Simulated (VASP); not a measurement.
# PbF2 (Fm-3m) in VASP: notebook

Aim: see how the results for PbF2 move with the level of theory and the settings. Levels: PBEsol, PBE, BLYP, RPBE. Tasks: single point.

Everything below comes from runs of VASP 6.6.1. Logs are shortened: lines on timing, memory, paths and dates and some standing lists are left out, and cuts for length are marked.

### 1 The cell of the first run

It takes space group Fm-3m (No. 225, cubic). Conventional cell: a = 5.899 Å, b = 5.899 Å, c = 5.899 Å, α = 90.00°, β = 90.00°, γ = 90.00°. Pb (site symmetry m-3m) has 8 F at 2.55 Å within 3.4 Å. F (site symmetry -43m) has 4 Pb at 2.55 Å and 6 F at 2.95 Å within 3.4 Å.

### 2 Single point, PBEsol

INCAR

```
SYSTEM = PbF2
PREC = Accurate
ENCUT = 600
EDIFF = 1E-6
ISMEAR = -1
SIGMA = 0.05
LREAL = .False.
LASPH = .True.
NELM = 120
ALGO = Normal
ISIF = 2
LWAVE = .False.
LCHARG = .False.
GGA = PS
NBANDS = 21
GGA_COMPAT = .False.
```

KPOINTS

```
Automatic mesh
0
Gamma
  8 8 8
  0 0 0
```

POSCAR

```
PbF2
1.0
    0.0000000000      2.9493431614      2.9493431614
    2.9493431614      0.0000000000      2.9493431614
    2.9493431614      2.9493431614      0.0000000000
Pb F
1 2
Direct
    0.0000000000      0.0000000000      0.0000000000
    0.7500000000      0.7500000000      0.7500000000
    0.2500000000      0.2500000000      0.2500000000
```

Potentials or basis: VASP PAW PBE potentials, release 64 (Pb_d, F).

Command:

```console
$ cat potpaw_PBE.64/Pb_d/POTCAR potpaw_PBE.64/F/POTCAR > POTCAR
$ mpirun -np 1 vasp_std > vasp.out
```

OUTCAR:

```text
SYSTEM = PbF2
   PREC = Accurate
   ENCUT = 600
   EDIFF = 1E-6
   ISMEAR = -1
   LREAL = .False.
   LASPH = .True.
   NELM = 120
   ISIF = 2
   GGA = PS

 ion  position               nearest neighbor table
   1  0.000  0.000  0.000-   2 2.55   2 2.55   2 2.55   2 2.55   3 2.55   3 2.55   3 2.55   3 2.55

   2  0.750  0.750  0.750-   1 2.55   1 2.55   1 2.55   1 2.55
   3  0.250  0.250  0.250-   1 2.55   1 2.55   1 2.55   1 2.55

  LATTYP: Found a face centered cubic cell.
 ALAT       =     5.8986863228

  Lattice vectors:

 A1 = (   0.0000000000,   2.9493431614,   2.9493431614)
 A2 = (   2.9493431614,   0.0000000000,   2.9493431614)
 A3 = (   2.9493431614,   2.9493431614,   0.0000000000)

Analysis of symmetry for initial positions (statically):
=====================================================================
 Subroutine PRICEL returns:
 Original cell was already a primitive cell.

 Routine SETGRP: Setting up the symmetry group for a
 face centered cubic supercell.

 Subroutine GETGRP returns: Found 48 space group operations
 (whereof 48 operations were pure point group operations)
 out of a pool of 48 trial point group operations.

The static configuration has the point symmetry O_h .

Analysis of symmetry for dynamics (positions and initial velocities):
=====================================================================
 Subroutine PRICEL returns:
 Original cell was already a primitive cell.

 Routine SETGRP: Setting up the symmetry group for a
 face centered cubic supercell.

 Subroutine GETGRP returns: Found 48 space group operations
 (whereof 48 operations were pure point group operations)
 out of a pool of 48 trial point group operations.

The dynamic configuration has the point symmetry O_h .

 Subroutine INISYM returns: Found 48 space group operations
 (whereof 48 operations are pure point group operations),
 and found     1 'primitive' translations

----------------------------------------------------------------------------------------

                                     Primitive cell

  volume of cell :      51.3105

  direct lattice vectors                    reciprocal lattice vectors
     0.000000000  2.949343161  2.949343161    -0.169529272  0.169529272  0.169529272
     2.949343161  0.000000000  2.949343161     0.169529272 -0.169529272  0.169529272
     2.949343161  2.949343161  0.000000000     0.169529272  0.169529272 -0.169529272

  length of vectors
     4.171001099  4.171001099  4.171001099     0.293633313  0.293633313  0.293633313

[... 76 lines left out ...]
   ISPIN  =      1    spin polarized calculation?
   LNONCOLLINEAR =      F non collinear calculations
   LSORBIT =      F    spin-orbit coupling
   LASPH  =      T    aspherical Exc in radial PAW
   ENCUT  =  600.0 eV  44.10 Ry    6.64 a.u.   8.33  8.33  8.33*2*pi/ulx,y,z
   NELM   =    120;   NELMIN=  2; NELMDL= -5     # of ELM steps
   EDIFF  = 0.1E-05   stopping-criterion for ELM
   LREAL  =      F    real-space projection
   EDIFFG = 0.1E-04   stopping-criterion for IOM
   NSW    =      0    number of steps for IOM
   IBRION =     -1    ionic relax: 0-MD 1-quasi-New 2-CG
   NFREE  =      0    steps in history (QN), initial steepest desc. (CG)
   ISIF   =      2    stress and relaxation
   ISYM   =      2    0-nonsym 1-usesym 2-fastsym
   POTIM  = 0.5000    time-step for ionic-motion
   TEBEG  =    0.0;   TEEND  =   0.0 temperature during run
   PSTRESS=    0.0 pullay stress
   NELECT =      28.0000    total number of electrons
   NUPDOWN=      -1.0000    fix difference up-down
   EMIN   =  10.00;   EMAX   =-10.00  energy-range for DOS
   EFERMI =   0.00;   METHOD = LEGACY
   ISMEAR =    -1;   SIGMA  =   0.05  broadening in eV -4-tet -1-fermi 0-gaus
   EFERMI_NEDOS =   21; number of points for ismear=-14 and -15
   IALGO  =     38    algorithm
   IMIX   =      4    mixing-type and parameters
     AMIX     =   0.40;   BMIX     =  1.00
     AMIX_MAG =   1.60;   BMIX_MAG =  1.00
  volume/ion in A,a.u.               =      17.10       115.42
  Fermi-wavevector in a.u.,A,eV,Ry     =   1.337803  2.528081 24.350580  1.789717
  Thomas-Fermi vector in A             =   2.466323
   LORBIT       =      0    0 simple, 1 ext, 2 COOP (PROOUT), +10 PAW based schemes
   GGA     = PS    functional components
   LHFCALC =     F    Hartree Fock is set to
   AEXX    =    0.0000 exact exchange contribution
   IVDW    =     0    specifies the selected vdW correction
   LEPSILON=     F    determine dielectric tensor
   LRPA    =     F    only Hartree local field effects (RPA)
 non-spin polarized calculation
  energy-cutoff  :      600.00
  volume of cell :       51.31
 maximum number of plane-waves:      1727
 NGX is ok and might be reduce to    36
   NGX = 17   NGY = 17   NGZ = 17

 number of electron      28.0000010 magnetization

 Free energy of the ion-electron system (eV)
  ---------------------------------------------------
  ext. energy  EPLUGINS =         0.00000000
  ---------------------------------------------------
  free energy    TOTEN  =       -14.94001357 eV

  energy without entropy =      -14.94001357  energy(sigma->0) =      -14.94001357

 E-fermi :   3.0585     XC(G=0):  -9.7343

 val. band max:        1.9155736728   @ k =  -0.2500   0.5000   0.2500
 cond. band min:       6.2167920707   @ k =   0.5000   0.5000   0.0000
 fundamental gap:      4.3012183978
 Fermi energy:         3.0585101420

 k-point     1 :       0.0000    0.0000    0.0000
  band No.  band energies     occupation
      1     -19.1818      2.00000
      2     -18.5154      2.00000
      3     -12.4669      2.00000
      4     -12.4669      2.00000
      5     -12.4669      2.00000
      6     -12.3963      2.00000
[... 565 lines left out ...]
     20      17.9816      0.00000
     21      18.3840      0.00000

 [... further k-points ...]
[... 5 lines left out ...]
  --------------------------------------------------------------------------------------
  -------------------------------------------------------------------------------------
  Total       -0.0734577     -0.0734577     -0.0734577      0.0000000      0.0000000      0.0000000
  in kB       -2.2937297     -2.2937297     -2.2937297      0.0000000      0.0000000      0.0000000
  external PRESSURE =      -2.2937297 kB  Pullay stress =       0.0000000 kB

 VOLUME and BASIS-vectors are now :
 -----------------------------------------------------------------------------
  energy-cutoff  :      600.00
  volume of cell :       51.31
      direct lattice vectors                 reciprocal lattice vectors
     0.000000000  2.949343161  2.949343161    -0.169529272  0.169529272  0.169529272
     2.949343161  0.000000000  2.949343161     0.169529272 -0.169529272  0.169529272
     2.949343161  2.949343161  0.000000000     0.169529272  0.169529272 -0.169529272

 POSITION                                       TOTAL-FORCE (eV/Angst)
 -----------------------------------------------------------------------------------
      0.00000      0.00000      0.00000         0.000000      0.000000     -0.000000
      4.42401      4.42401      4.42401         0.000000      0.000000      0.000000
      1.47467      1.47467      1.47467        -0.000000     -0.000000     -0.000000
 -----------------------------------------------------------------------------------
    total drift:                                0.000000      0.000000      0.000000

  FREE ENERGIE OF THE ION-ELECTRON SYSTEM (eV)
  ---------------------------------------------------
  free  energy   TOTEN  =       -14.9400135731 eV

  energy  without entropy=      -14.9400135731  energy(sigma->0) =      -14.94001357
```

OSZICAR:

```text
N       E                     dE             d eps       ncg     rms          rms(c)
DAV:   1     0.314348007998E+03    0.31435E+03   -0.15735E+04  1244   0.167E+03
DAV:   2     0.138621185337E+02   -0.30049E+03   -0.28135E+03  1302   0.453E+02
DAV:   3    -0.156559019213E+02   -0.29518E+02   -0.29112E+02  1416   0.146E+02
DAV:   4    -0.165189048539E+02   -0.86300E+00   -0.86236E+00  1421   0.258E+01
DAV:   5    -0.165461173958E+02   -0.27213E-01   -0.27208E-01  1521   0.485E+00    0.713E+00
DAV:   6    -0.149652451763E+02    0.15809E+01   -0.71594E+00  1655   0.215E+01    0.260E+00
DAV:   7    -0.149499408902E+02    0.15304E-01   -0.37999E-01  1318   0.382E+00    0.150E+00
DAV:   8    -0.149416003800E+02    0.83405E-02   -0.94108E-02  1318   0.331E+00    0.516E-01
DAV:   9    -0.149387060959E+02    0.28943E-02   -0.18187E-02  1607   0.988E-01    0.994E-02
DAV:  10    -0.149400034318E+02   -0.12973E-02   -0.19025E-03  1233   0.398E-01    0.336E-02
DAV:  11    -0.149399950505E+02    0.83813E-05   -0.12173E-04  1423   0.112E-01    0.139E-02
DAV:  12    -0.149400158015E+02   -0.20751E-04   -0.69862E-05  1275   0.766E-02    0.130E-02
DAV:  13    -0.149400135253E+02    0.22762E-05   -0.23618E-05  1513   0.472E-02    0.268E-03
DAV:  14    -0.149400135731E+02   -0.47873E-07   -0.12855E-06  1114   0.775E-03
   1 F= -.14940014E+02 E0= -.14940014E+02  d E =-.476514E-10
```

stdout:

```text
POSCAR found type information on POSCAR PbF
 POSCAR found :  2 types and       3 ions
 scaLAPACK will be used
 -----------------------------------------------------------------------------
|                                                                             |
|                                                                             |
|     You enforced a specific xc type in the INCAR file but a different       |
|     I HOPE YOU KNOW WHAT YOU ARE DOING!                                     |
|                                                                             |
 -----------------------------------------------------------------------------

 LDA part: xc-table for (Slater+PW92), standard interpolation
 POSCAR, INCAR and KPOINTS ok, starting setup
 FFT: planning ... GRIDC
 FFT: planning ... GRID_SOFT
 FFT: planning ... GRID
 WAVECAR not read
 entering main loop
```

Run time: 30 s. Hardware: 1 thread of Intel Xeon Platinum 8375C at 2.90GHz (Ice Lake), shared host; peak memory 0.22 GiB.

Results:

```yaml
Free_energy: -14.9400 eV
Pressure: -0.2 GPa
Band_gap_on_the_k_mesh: 4.30 eV (least direct gap 4.46 eV)
```

Caveat: the PAW data sets were made with another functional, which shifts forces and pressure a little; spin-orbit coupling is left out, which moves the levels of the heavy elements.

### 3 Single point, PBE

This run uses another cell than the first one, of 18.00 Å³/atom.

INCAR

```
SYSTEM = PbF2
PREC     = Accurate       ! precision mode
ENCUT    = 600            ! plane-wave cutoff, eV
EDIFF    = 1E-6           ! SCF threshold, eV
ISMEAR   = -1             ! smearing method
SIGMA    = 0.05           ! smearing width, eV
LREAL    = .False.        ! projectors in reciprocal space
LASPH    = .True.         ! aspherical terms in the spheres
NELM     = 120            ! most SCF steps
ALGO     = Normal         ! electronic algorithm
ISIF     = 2              ! what is computed and relaxed
LWAVE    = .False.        ! write WAVECAR
LCHARG   = .False.        ! write CHGCAR
GGA      = PE             ! functional
NBANDS   = 21             ! bands
GGA_COMPAT= .False.
```

KPOINTS

```
regular mesh
0
Gamma
  8 8 8
  0 0 0
```

POSCAR

```
PbF2
1.0
    0.0000000000      2.9999686898      2.9999686898
    2.9999686898      0.0000000000      2.9999686898
    2.9999686898      2.9999686898      0.0000000000
Pb F
1 2
Direct
    0.0000000000      0.0000000000      0.0000000000
    0.7500000000      0.7500000000      0.7500000000
    0.2500000000      0.2500000000      0.2500000000
```

Potentials or basis: VASP PAW PBE potentials, release 64 (Pb_d, F).

Command:

```console
$ cat potpaw_PBE.64/Pb_d/POTCAR potpaw_PBE.64/F/POTCAR > POTCAR
$ mpirun -np 1 vasp_std > vasp.out
```

OUTCAR:

```text
SYSTEM = PbF2
   PREC = Accurate
   ENCUT = 600
   EDIFF = 1E-6
   ISMEAR = -1
   LREAL = .False.
   LASPH = .True.
   NELM = 120
   ISIF = 2
   GGA = PE

 ion  position               nearest neighbor table
   1  0.000  0.000  0.000-   2 2.60   3 2.60   2 2.60   2 2.60   2 2.60   3 2.60   3 2.60   3 2.60

   2  0.750  0.750  0.750-   1 2.60   1 2.60   1 2.60   1 2.60
   3  0.250  0.250  0.250-   1 2.60   1 2.60   1 2.60   1 2.60

  LATTYP: Found a face centered cubic cell.
 ALAT       =     5.9999373796

  Lattice vectors:

 A1 = (   0.0000000000,   2.9999686898,   2.9999686898)
 A2 = (   2.9999686898,   0.0000000000,   2.9999686898)
 A3 = (   2.9999686898,   2.9999686898,   0.0000000000)

Analysis of symmetry for initial positions (statically):
=====================================================================
 Subroutine PRICEL returns:
 Original cell was already a primitive cell.

 Routine SETGRP: Setting up the symmetry group for a
 face centered cubic supercell.

 Subroutine GETGRP returns: Found 48 space group operations
[... 160 lines left out ...]
  ---------------------------------------------------
  ext. energy  EPLUGINS =         0.00000000
  ---------------------------------------------------
  free energy    TOTEN  =       -14.35427785 eV

  energy without entropy =      -14.35427785  energy(sigma->0) =      -14.35427785

 E-fermi :   2.6052     XC(G=0):  -9.2253

 val. band max:        1.4477189383   @ k =  -0.2500   0.5000   0.2500
 cond. band min:       5.8674276139   @ k =   0.5000   0.5000   0.0000
 fundamental gap:      4.4197086756
 Fermi energy:         2.6051741104

 k-point     1 :       0.0000    0.0000    0.0000
  band No.  band energies     occupation
      1     -19.3590      2.00000
      2     -18.8016      2.00000
      3     -12.9528      2.00000
      4     -12.9528      2.00000
      5     -12.9528      2.00000
      6     -12.9107      2.00000
[... 565 lines left out ...]
     20      17.2922      0.00000
     21      17.8340      0.00000

 [... further k-points ...]
[... 5 lines left out ...]
  --------------------------------------------------------------------------------------
  -------------------------------------------------------------------------------------
  Total       -0.0738211     -0.0738211     -0.0738211     -0.0000000      0.0000000     -0.0000000
  in kB       -2.1903355     -2.1903355     -2.1903355     -0.0000000      0.0000000     -0.0000000
  external PRESSURE =      -2.1903355 kB  Pullay stress =       0.0000000 kB

 VOLUME and BASIS-vectors are now :
 -----------------------------------------------------------------------------
  energy-cutoff  :      600.00
  volume of cell :       54.00
      direct lattice vectors                 reciprocal lattice vectors
     0.000000000  2.999968690  2.999968690    -0.166668406  0.166668406  0.166668406
     2.999968690  0.000000000  2.999968690     0.166668406 -0.166668406  0.166668406
     2.999968690  2.999968690  0.000000000     0.166668406  0.166668406 -0.166668406

 POSITION                                       TOTAL-FORCE (eV/Angst)
 -----------------------------------------------------------------------------------
      0.00000      0.00000      0.00000         0.000000     -0.000000      0.000000
      4.49995      4.49995      4.49995         0.000000      0.000000      0.000000
      1.49998      1.49998      1.49998        -0.000000     -0.000000     -0.000000
 -----------------------------------------------------------------------------------
    total drift:                                0.000000      0.000000      0.000000

  FREE ENERGIE OF THE ION-ELECTRON SYSTEM (eV)
  ---------------------------------------------------
  free  energy   TOTEN  =       -14.3542778495 eV

  energy  without entropy=      -14.3542778495  energy(sigma->0) =      -14.35427785
```

stdout:

```text
POSCAR found type information on POSCAR PbF
 POSCAR found :  2 types and       3 ions
 scaLAPACK will be used
 LDA part: xc-table for (Slater+PW92), standard interpolation
 POSCAR, INCAR and KPOINTS ok, starting setup
 FFT: planning ... GRIDC
 FFT: planning ... GRID_SOFT
 FFT: planning ... GRID
 WAVECAR not read
 entering main loop
```

Run time: 30 s. Hardware: 1 thread of Intel Xeon Platinum 8375C at 2.90GHz (Ice Lake), shared host; peak memory 0.22 GiB.

What came out:

| Quantity | Value |
| --- | --- |
| Free energy | -14.3543 eV |
| Pressure | -0.2 GPa |
| Band gap on the k mesh | 4.42 eV (least direct gap 4.56 eV) |

Levels at points of the mesh, in eV from the valence-band top:
| k point | band 12 | band 13 | band 14 | band 15 | band 16 | band 17 |
| --- | --- | --- | --- | --- | --- | --- |
| (0.00, 0.00, 0.00) | -1.75 | -1.75 | -1.75 | 6.74 | 6.74 | 6.74 |
| (0.50, 0.00, 0.00) | -1.92 | -1.92 | -0.01 | 5.03 | 7.55 | 7.55 |
| (0.50, 0.50, 0.00) | -1.36 | -1.35 | -0.14 | 4.42 | 7.77 | 7.77 |

Caveat: spin-orbit coupling is left out, which moves the levels of the heavy elements. A k mesh can miss the band edges.

(Part 1 of 2 ends here.)
